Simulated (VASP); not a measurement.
# ZnCd2Te3 (P6/mmm) in VASP: notebook

The runs below take ZnCd2Te3 through single point, with PBE.

Program: VASP 6.6.1. These are calculated values, not measurements. Logs are shortened: lines on timing, memory, paths and dates and some standing lists are left out, and cuts for length are marked.

## Step 1: The cell of the first run

Symmetry: P6/mmm, No. 191, hexagonal system. The conventional cell has a = 4.956 Å, b = 4.956 Å, c = 10.866 Å, α = 90.00°, β = 90.00°, γ = 120.00°. Zn (site symmetry 6/mmm) has 2 Te at 2.66 Å and 6 Cd at 2.86 Å within 3.5 Å. Cd (site symmetry -6m2) has 3 Cd at 2.86 Å and 3 Zn at 2.86 Å and 6 Te at 3.91 Å within 4.0 Å. Te (site symmetry 6mm) has 1 Zn at 2.66 Å and 1 Te at 2.77 Å within 3.5 Å. Te (site symmetry 6/mmm) has 2 Te at 2.77 Å within 3.7 Å.

The cell was generated, and may not be a known phase.

## Step 2: Single point, PBE

INCAR

```
SYSTEM = ZnCd2Te3
PREC = Accurate ; ENCUT = 520
EDIFF = 1E-6 ; ISMEAR = 0
SIGMA = 0.1 ; LREAL = .False.
LASPH = .True. ; NELM = 80
ALGO = Normal ; ISIF = 2
LWAVE = .False. ; LCHARG = .True.
GGA = PE ; LELF = .True.
LVHAR = .True. ; NBANDS = 36
```

KPOINTS

```
Automatic mesh
0
Gamma
  6 6 2
  0 0 0
```

POSCAR

```
ZnCd2Te3
1.0
    4.9556160963      0.0000000000      0.0000000000
   -2.4778080482      4.2916894308      0.0000000000
    0.0000000000      0.0000000000     10.8657311977
Zn Cd Te
1 2 3
Direct
    0.0000000000      0.0000000000      0.0000000000
    0.3333333333      0.6666666667      0.0000000000
    0.6666666667      0.3333333333      0.0000000000
    0.0000000000      0.0000000000      0.2446105182
    0.0000000000      0.0000000000      0.7553894818
    0.0000000000      0.0000000000      0.5000000000
```

Potentials or basis: VASP PAW PBE potentials, release 64 (Zn, Cd, Te).

On the command line:

```sh
cat potpaw_PBE.64/Zn/POTCAR potpaw_PBE.64/Cd/POTCAR potpaw_PBE.64/Te/POTCAR > POTCAR
mpirun -np 1 vasp_std > vasp.out
```

OUTCAR:

```text
SYSTEM = ZnCd2Te3
   PREC = Accurate
   ENCUT = 520
   EDIFF = 1E-6
   ISMEAR = 0
   LREAL = .False.
   LASPH = .True.
   NELM = 80
   ISIF = 2
   GGA = PE

 ion  position               nearest neighbor table
   1  0.000  0.000  0.000-   4 2.66   5 2.66   2 2.86   3 2.86   3 2.86   2 2.86   3 2.86   2 2.86

   2  0.333  0.667  0.000-   3 2.86   3 2.86   1 2.86   1 2.86   1 2.86   3 2.86
   3  0.667  0.333  0.000-   2 2.86   2 2.86   1 2.86   1 2.86   1 2.86   2 2.86
   4  0.000  0.000  0.245-   1 2.66   6 2.77
   5  0.000  0.000  0.755-   1 2.66   6 2.77
   6  0.000  0.000  0.500-   4 2.77   5 2.77

  LATTYP: Found a hexagonal cell.
 ALAT       =     4.9556160963
 C/A-ratio  =     2.1926095538

  Lattice vectors:

 A1 = (   4.9556160963,   0.0000000000,   0.0000000000)
 A2 = (  -2.4778080482,   4.2916894308,   0.0000000000)
 A3 = (   0.0000000000,   0.0000000000,  10.8657311977)

Analysis of symmetry for initial positions (statically):
=====================================================================
 Subroutine PRICEL returns:
 Original cell was already a primitive cell.

 Routine SETGRP: Setting up the symmetry group for a
 hexagonal supercell.

 Subroutine GETGRP returns: Found 24 space group operations
 (whereof 24 operations were pure point group operations)
 out of a pool of 24 trial point group operations.

The static configuration has the point symmetry D_6h.

Analysis of symmetry for dynamics (positions and initial velocities):
=====================================================================
 Subroutine PRICEL returns:
 Original cell was already a primitive cell.

 Routine SETGRP: Setting up the symmetry group for a
 hexagonal supercell.

 Subroutine GETGRP returns: Found 24 space group operations
 (whereof 24 operations were pure point group operations)
 out of a pool of 24 trial point group operations.

The dynamic configuration has the point symmetry D_6h.

 Subroutine INISYM returns: Found 24 space group operations
 (whereof 24 operations are pure point group operations),
 and found     1 'primitive' translations

----------------------------------------------------------------------------------------

                                     Primitive cell

  volume of cell :     231.0920

  direct lattice vectors                    reciprocal lattice vectors
     4.955616096  0.000000000  0.000000000     0.201791257  0.116504236  0.000000000
    -2.477808048  4.291689431  0.000000000     0.000000000  0.233008473  0.000000000
     0.000000000  0.000000000 10.865731198     0.000000000  0.000000000  0.092032463

  length of vectors
     4.955616096  4.955616096 10.865731198     0.233008473  0.233008473  0.092032463

  position of ions in fractional coordinates (direct lattice)
     0.000000000  0.000000000  0.000000000
     0.333333333  0.666666667  0.000000000
     0.666666667  0.333333333  0.000000000
     0.000000000  0.000000000  0.244610518
     0.000000000  0.000000000  0.755389482
     0.000000000  0.000000000  0.500000000

  ion indices of the primitive-cell ions
   primitive index   ion index
                 1           1
                 2           2
                 3           3
                 4           4
                 5           5
                 6           6

----------------------------------------------------------------------------------------

 KPOINTS: Automatic mesh

Automatic generation of k-mesh.
 Grid dimensions read from file:
 generate k-points for:    6    6    2

 Generating k-lattice:

  Cartesian coordinates                     Fractional coordinates (reciprocal lattice)
     0.033631876  0.019417373  0.000000000     0.166666667 -0.000000000  0.000000000
     0.000000000  0.038834745  0.000000000     0.000000000  0.166666667  0.000000000
     0.000000000  0.000000000  0.046016231     0.000000000  0.000000000  0.500000000

  Length of vectors
     0.038834745  0.038834745  0.046016231

  Shift w.r.t. Gamma in fractional coordinates (k-lattice)
     0.000000000  0.000000000  0.000000000

 Subroutine IBZKPT returns following result:
 ===========================================

 Found     14 irreducible k-points:

 Following reciprocal coordinates:
            Coordinates               Weight
  0.000000  0.000000  0.000000      1.000000
  0.166667  0.000000  0.000000      6.000000
  0.333333  0.000000  0.000000      6.000000
  0.500000  0.000000  0.000000      3.000000
  0.166667  0.166667  0.000000      6.000000
  0.333333  0.166667  0.000000     12.000000
  0.333333  0.333333  0.000000      2.000000
  0.000000  0.000000  0.500000      1.000000
  0.166667  0.000000  0.500000      6.000000
  0.333333  0.000000  0.500000      6.000000
  0.500000  0.000000  0.500000      3.000000
  0.166667  0.166667  0.500000      6.000000
  0.333333  0.166667  0.500000     12.000000
  0.333333  0.333333  0.500000      2.000000
   k-points           NKPTS =     14   k-points in BZ     NKDIM =     14   number of bands    NBANDS=     36
   number of dos      NEDOS =    301   number of ions     NIONS =      6
   total plane-waves  NPLWV = 134400
   dimension x,y,z NGX =    40 NGY =   40 NGZ =   84
   dimension x,y,z NGXF=    80 NGYF=   80 NGZF=  168
   ions per type =               1   2   3
   NGX,Y,Z   is equivalent  to a cutoff of  13.42, 13.42, 12.85 a.u.
   NGXF,Y,Z  is equivalent  to a cutoff of  26.84, 26.84, 25.70 a.u.
 SYSTEM =  ZnCd2Te3
   PREC   = accura    normal or accurate (medium, high low for compatibility)
   ISTART =      0    job   : 0-new  1-cont  2-samecut
   ICHARG =      2    charge: 1-file 2-atom 10-const
   ISPIN  =      1    spin polarized calculation?
   LNONCOLLINEAR =      F non collinear calculations
   LSORBIT =      F    spin-orbit coupling
   LASPH  =      T    aspherical Exc in radial PAW
   ENCUT  =  520.0 eV  38.22 Ry    6.18 a.u.   9.21  9.21 20.20*2*pi/ulx,y,z
   NELM   =     80;   NELMIN=  2; NELMDL= -5     # of ELM steps
   EDIFF  = 0.1E-05   stopping-criterion for ELM
   LREAL  =      F    real-space projection
   EDIFFG = 0.1E-04   stopping-criterion for IOM
   NSW    =      0    number of steps for IOM
   IBRION =     -1    ionic relax: 0-MD 1-quasi-New 2-CG
   NFREE  =      0    steps in history (QN), initial steepest desc. (CG)
   ISIF   =      2    stress and relaxation
   ISYM   =      2    0-nonsym 1-usesym 2-fastsym
   POTIM  = 0.5000    time-step for ionic-motion
   TEBEG  =    0.0;   TEEND  =   0.0 temperature during run
   PSTRESS=    0.0 pullay stress
   NELECT =      54.0000    total number of electrons
   NUPDOWN=      -1.0000    fix difference up-down
   EMIN   =  10.00;   EMAX   =-10.00  energy-range for DOS
   EFERMI =   0.00;   METHOD = LEGACY
   ISMEAR =     0;   SIGMA  =   0.10  broadening in eV -4-tet -1-fermi 0-gaus
   EFERMI_NEDOS =   21; number of points for ismear=-14 and -15
   IALGO  =     38    algorithm
   IMIX   =      4    mixing-type and parameters
     AMIX     =   0.40;   BMIX     =  1.00
     AMIX_MAG =   1.60;   BMIX_MAG =  1.00
  volume/ion in A,a.u.               =      38.52       259.91
  Fermi-wavevector in a.u.,A,eV,Ry     =   1.008350  1.905504 13.833980  1.016769
  Thomas-Fermi vector in A             =   2.141211
   LORBIT       =      0    0 simple, 1 ext, 2 COOP (PROOUT), +10 PAW based schemes
   GGA     = PE    functional components
   LHFCALC =     F    Hartree Fock is set to
   AEXX    =    0.0000 exact exchange contribution
   IVDW    =     0    specifies the selected vdW correction
   LEPSILON=     F    determine dielectric tensor
   LRPA    =     F    only Hartree local field effects (RPA)
 non-spin polarized calculation
 Gauss-broadening in eV      SIGMA  =   0.10
  energy-cutoff  :      520.00
  volume of cell :      231.09
 maximum number of plane-waves:      6263
 NGX is ok and might be reduce to    40
   NGX = 19   NGY = 19   NGZ = 41

 number of electron      53.9999984 magnetization

 Free energy of the ion-electron system (eV)
  ---------------------------------------------------
  ext. energy  EPLUGINS =         0.00000000
  ---------------------------------------------------
  free energy    TOTEN  =       -10.46878071 eV

  energy without entropy =      -10.44264523  energy(sigma->0) =      -10.45571297

 E-fermi :   1.5336     XC(G=0):  -7.8861

 val. band max:        1.5085301094   @ k =   0.1667   0.0000   0.5000
 cond. band min:       1.5701799084   @ k =   0.1667   0.0000   0.0000
 fundamental gap:      0.0616497990
 Fermi energy:         1.5335690424

 k-point     1 :       0.0000    0.0000    0.0000
  band No.  band energies     occupation
      1     -10.3838      2.00000
      2      -9.3143      2.00000
      3      -8.3247      2.00000
      4      -7.8095      2.00000
      5      -7.4713      2.00000
      6      -7.4713      2.00000
[... 28 lines left out ...]
     35       4.5201      0.00000
     36       5.5860      0.00000

 k-point     2 :       0.1667    0.0000    0.0000
  band No.  band energies     occupation
      1     -10.3557      2.00000
      2      -9.2903      2.00000
      3      -8.2523      2.00000
      4      -7.7890      2.00000
      5      -7.6254      2.00000
      6      -7.6221      2.00000
[... 28 lines left out ...]
     35       6.1890      0.00000
     36       6.7015      0.00000

 k-point     3 :       0.3333    0.0000    0.0000
  band No.  band energies     occupation
      1     -10.2988      2.00000
      2      -9.2424      2.00000
      3      -8.1656      2.00000
      4      -7.8633      2.00000
      5      -7.7550      2.00000
      6      -7.6264      2.00000
[... 28 lines left out ...]
     35       6.9314      0.00000
     36       7.8801      0.00000

 k-point     4 :       0.5000    0.0000    0.0000
  band No.  band energies     occupation
      1     -10.2701      2.00000
      2      -9.2186      2.00000
      3      -8.1828      2.00000
      4      -7.8719      2.00000
      5      -7.8000      2.00000
      6      -7.5747      2.00000
[... 28 lines left out ...]
     35       8.2469      0.00000
     36       8.5026      0.00000

 k-point     5 :       0.1667    0.1667    0.0000
  band No.  band energies     occupation
      1     -10.3131      2.00000
      2      -9.2545      2.00000
      3      -8.1812      2.00000
      4      -7.8401      2.00000
      5      -7.7032      2.00000
      6      -7.6788      2.00000
[... 265 lines left out ...]
 k-point    12 :       0.1667    0.1667    0.5000
  band No.  band energies     occupation
      1     -10.2639      2.00000
      2      -9.4494      2.00000
      3      -7.8608      2.00000
      4      -7.8575      2.00000
      5      -7.7131      2.00000
      6      -7.7032      2.00000
[... 28 lines left out ...]
     35       6.7847      0.00000
     36       7.3456      0.00000

 k-point    13 :       0.3333    0.1667    0.5000
  band No.  band energies     occupation
      1     -10.2266      2.00000
      2      -9.3931      2.00000
      3      -8.0044      2.00000
      4      -7.8753      2.00000
      5      -7.7783      2.00000
      6      -7.6510      2.00000
[... 28 lines left out ...]
     35       7.1916      0.00000
     36       7.9547      0.00000

 k-point    14 :       0.3333    0.3333    0.5000
  band No.  band energies     occupation
      1     -10.2142      2.00000
      2      -9.3774      2.00000
      3      -8.0575      2.00000
      4      -7.8936      2.00000
      5      -7.7360      2.00000
      6      -7.7360      2.00000
[... 28 lines left out ...]
     35       7.6786      0.00000
     36       7.9773      0.00000

------------------------ aborting loop because EDIFF is reached ----------------------------------------

  FORCE on cell =-STRESS in cart. coord.  units (eV):
  Direction    XX          YY          ZZ          XY          YZ          ZX
  --------------------------------------------------------------------------------------
  -------------------------------------------------------------------------------------
  Total        0.2271023      0.2271023      0.3862099     -0.0000000      0.0000000     -0.0000000
  in kB        1.5745163      1.5745163      2.6776211     -0.0000000      0.0000000     -0.0000000
  external PRESSURE =       1.9422179 kB  Pullay stress =       0.0000000 kB

 VOLUME and BASIS-vectors are now :
 -----------------------------------------------------------------------------
  energy-cutoff  :      520.00
  volume of cell :      231.09
      direct lattice vectors                 reciprocal lattice vectors
     4.955616096  0.000000000  0.000000000     0.201791257  0.116504236  0.000000000
    -2.477808048  4.291689431  0.000000000     0.000000000  0.233008473  0.000000000
     0.000000000  0.000000000 10.865731198     0.000000000  0.000000000  0.092032463

 POSITION                                       TOTAL-FORCE (eV/Angst)
 -----------------------------------------------------------------------------------
      0.00000      0.00000      0.00000        -0.000000     -0.000000      0.000000
     -0.00000      2.86113      0.00000        -0.000000     -0.000000      0.000000
      2.47781      1.43056      0.00000         0.000000      0.000000      0.000000
      0.00000      0.00000      2.65787        -0.000000     -0.000000     -0.009318
      0.00000      0.00000      8.20786         0.000000      0.000000      0.009318
      0.00000      0.00000      5.43287        -0.000000     -0.000000      0.000000
 -----------------------------------------------------------------------------------
    total drift:                                0.000000     -0.000000      0.000000

  FREE ENERGIE OF THE ION-ELECTRON SYSTEM (eV)
  ---------------------------------------------------
  free  energy   TOTEN  =       -10.4687807065 eV

  energy  without entropy=      -10.4426452254  energy(sigma->0) =      -10.45571297
```

It took 3.9 min on 1 thread of Intel Xeon 8259CL, shared host; peak memory 0.42 GiB.

Results:

* Free energy: -10.4688 eV
* Pressure: 0.2 GPa
* Largest force: 0.009 eV/Å
* Band gap on the k mesh: zero (bands 27 and 28 overlap by 0.91 eV)

Forces on the atoms (eV/Å):
```
Zn   0.000  0.000  0.000
Cd   0.000  0.000  0.000
Cd   0.000  0.000  0.000
Te   0.000  0.000 -0.009
Te   0.000  0.000  0.009
Te   0.000  0.000  0.000
```

Caveat: spin-orbit coupling is left out, which moves the levels of the heavy elements.

## Step 3: Single point, PBE

This run uses another cell than the first one, of 30.13 Å³/atom.

INCAR

```
SYSTEM = ZnCd2Te3
ALGO     = Normal         ! electronic algorithm
EDIFF    = 1E-6           ! SCF threshold, eV
ENCUT    = 520            ! plane-wave cutoff, eV
GGA      = PE             ! functional
ISIF     = 2              ! what is computed and relaxed
ISMEAR   = 0              ! smearing method
LASPH    = .TRUE.         ! aspherical terms in the spheres
LCHARG   = .FALSE.        ! write CHGCAR
LREAL    = .FALSE.        ! projectors in reciprocal space
LWAVE    = .FALSE.        ! write WAVECAR
NBANDS   = 36             ! bands
NELM     = 100            ! most SCF steps
PREC     = Accurate       ! precision mode
SIGMA    = 0.1            ! smearing width, eV
```

KPOINTS

```
k-points
0
G
  6 6 2
  0 0 0
```

POSCAR

```
ZnCd2Te3
1.0
    4.7759230000      0.0000000000      0.0000000000
   -2.3879615000      4.1360706400      0.0000000000
    0.0000000000      0.0000000000      9.1526576700
Zn Cd Te
1 2 3
Direct
    0.0000000000      0.0000000000      0.0000000000
    0.3333333300      0.6666666700      0.0000000000
    0.6666666700      0.3333333300      0.0000000000
    0.0000000000      0.0000000000      0.2160883000
    0.0000000000      0.0000000000      0.7839117000
    0.0000000000      0.0000000000      0.5000000000
```

Potentials or basis: VASP PAW PBE potentials, release 64 (Zn, Cd, Te).

On the command line:

```sh
cat potpaw_PBE.64/Zn/POTCAR potpaw_PBE.64/Cd/POTCAR potpaw_PBE.64/Te/POTCAR > POTCAR
mpirun -np 1 vasp_std > vasp.out
```

Wall time 2.8 min (1 thread of Intel Xeon 8259CL, shared host); peak memory 0.34 GiB.

The run converged. Its results:

```
Free energy            : -3.3529 eV
Pressure               : 27.1 GPa
Largest force          : 11.937 eV/Å
Band gap on the k mesh : zero (bands 27 and 28 overlap by 1.24 eV)
```

Forces on the atoms (eV/Å):
```
Zn    0.000   0.000   0.000
Cd    0.000   0.000   0.000
Cd    0.000   0.000   0.000
Te    0.000   0.000  11.937
Te    0.000   0.000 -11.937
Te    0.000   0.000   0.000
```

Stress tensor (GPa, compression positive):
```
 8.44  0.00  0.00
 0.00  8.44  0.00
 0.00  0.00 64.40
```

Levels at points of the mesh, in eV from the Fermi level:
| k point | band 23 | band 24 | band 25 | band 26 | band 27 | band 28 | band 29 | band 30 | band 31 | band 32 |
| --- | --- | --- | --- | --- | --- | --- | --- | --- | --- | --- |
| (0.00, 0.00, 0.00) | -1.64 | -1.58 | -1.58 | -0.66 | -0.66 | 1.11 | 1.29 | 1.29 | 2.74 | 3.14 |
| (0.50, 0.00, 0.00) | -3.41 | -2.77 | -1.82 | -1.45 | -1.07 | 0.64 | 2.01 | 2.31 | 3.72 | 3.76 |
| (0.00, 0.00, 0.50) | -2.35 | -2.35 | -2.07 | 0.21 | 0.21 | 0.89 | 1.03 | 1.29 | 1.29 | 2.74 |
| (0.50, 0.00, 0.50) | -2.61 | -1.75 | -1.71 | -1.42 | -0.76 | -0.04 | 0.91 | 0.96 | 2.19 | 5.06 |

Caveat: the stress differs along the axes, from 8 to 64 GPa; spin-orbit coupling is left out, which moves the levels of the heavy elements; forces of over 1 eV/Å act on the atoms, so gaps and moduli don't describe the material at rest.

The gap in the log of VASP goes by the Fermi energy; the results here count the filled bands.